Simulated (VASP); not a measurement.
Write the native input for VASP 6.6.1 that does the following.

| Item | Value |
| --- | --- |
| Task | single point |
| Functional | PBEsol |
| Potentials or basis | VASP PAW PBE potentials, release 64 (Mo_sv) |
| Cutoff | 520 eV |
| k mesh | 12 × 12 × 12 |
| Occupations | fermi-dirac, width 0.05 eV |
| Spin | no spin polarisation |
| Dipole correction | no |
| Further INCAR settings | ALGO = Fast; EDIFF = 1e-06; NBANDS = 13 |

The structure of Mo lies in POSCAR:

```
Mo
1.0
   -1.5838089719      1.5838089719      1.5838089719
    1.5838089719     -1.5838089719      1.5838089719
    1.5838089719      1.5838089719     -1.5838089719
Mo
1
Direct
    0.0000000000      0.0000000000      0.0000000000
```

One way to write it, as run:

INCAR

```
  ALGO = Fast
  EDIFF = 1E-6
  ENCUT = 520
  GGA = PS
  ISIF = 2
  ISMEAR = -1
  LASPH = True
  LCHARG = False
  LREAL = False
  LWAVE = False
  NBANDS = 13
  NELM = 100
  PREC = Accurate
  SIGMA = 0.05
```

KPOINTS

```
k-points
0
Gamma
  12 12 12
```

Potentials or basis: VASP PAW PBE potentials, release 64 (Mo_sv).

Command:

```sh
$ cat potpaw_PBE.64/Mo_sv/POTCAR > POTCAR
$ mpirun -np 1 vasp_std > vasp.out
```

It gave:

* Pressure: -9.1 GPa
* Band gap on the k mesh: zero (band 7 reaches 16.12 eV, above the bottom of band 8 at 10.87 eV)

Caveat: the PAW data sets were made with another functional, which shifts forces and pressure a little.

It took 14 s on 1 thread of AMD EPYC 7R43 64-Core Processor (Zen 3) (shared host), peak memory 0.09 GiB.
